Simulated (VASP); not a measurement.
Set up this calculation in VASP 6.6.1, as the native input.

| Quantity | Value |
| --- | --- |
| Task | single point |
| Functional | PBE |
| Potentials or basis | VASP PAW PBE potentials, release 64 (Sb_d_GW, O) |
| Cutoff | 700 eV |
| k mesh | 4 × 4 × 4 |
| Occupations | gaussian, width 0.1 eV |
| Spin | no spin polarisation |
| Dipole correction | no |
| Further INCAR settings | ALGO = Normal; EDIFF = 1e-06; NBANDS = 34 |

The structure of SbO6 lies in POSCAR:

```
SbO6
1.0
   -2.9149729005      2.9149729005      2.9332765076
    2.9149729005     -2.9149729005      2.9332765076
    2.9149729005      2.9149729005     -2.9332765076
Sb O
1 6
Direct
    0.0000000000      0.0000000000      0.0000000000
    0.0000000000      0.6121533176      0.6121533176
    0.0000000000      0.3878466824      0.3878466824
    0.6110008549      0.6110008549      0.0000000000
    0.3889991451      0.3889991451      0.0000000000
    0.6121533176      0.0000000000      0.6121533176
    0.3878466824      0.0000000000      0.3878466824
```

The cell was generated, and may not be a known phase.

These files were run (other wordings do the same):

INCAR

```
PREC = Accurate
ENCUT = 700
EDIFF = 1E-6
ISMEAR = 0
SIGMA = 0.1
LREAL = False
LASPH = True
NELM = 120
ALGO = Normal
ISIF = 2
LWAVE = False
LCHARG = True
GGA = PE
LELF = True
LVHAR = True
NBANDS = 34
GGA_COMPAT = False
```

KPOINTS

```
regular mesh
0
Gamma
  4 4 4
```

Potentials or basis: VASP PAW PBE potentials, release 64 (Sb_d_GW, O).

Command:

```sh
$ cat potpaw_PBE.64/Sb_d_GW/POTCAR potpaw_PBE.64/O/POTCAR > POTCAR
$ mpirun -np 1 vasp_std > vasp.out
```

Results of the run:

```yaml
Pressure: 0.4 GPa
Largest_force: 0.471 eV/Å
Band_gap_on_the_k_mesh: zero (an odd number of electrons rules out a gap without spin polarisation)
```

Caveat: the k points lie up to 0.38 Å⁻¹ apart, too coarse for converged energies and pressures of a metal; spin-orbit coupling is left out, which moves the levels of the heavy elements; an odd number of electrons without spin polarisation forces a metal; a magnetic or distorted state may lie lower.

Run time: 65 s on 1 thread of Intel(R) Xeon(R) 6975P-C (Granite Rapids), with other jobs on the host, peak memory 0.35 GiB.
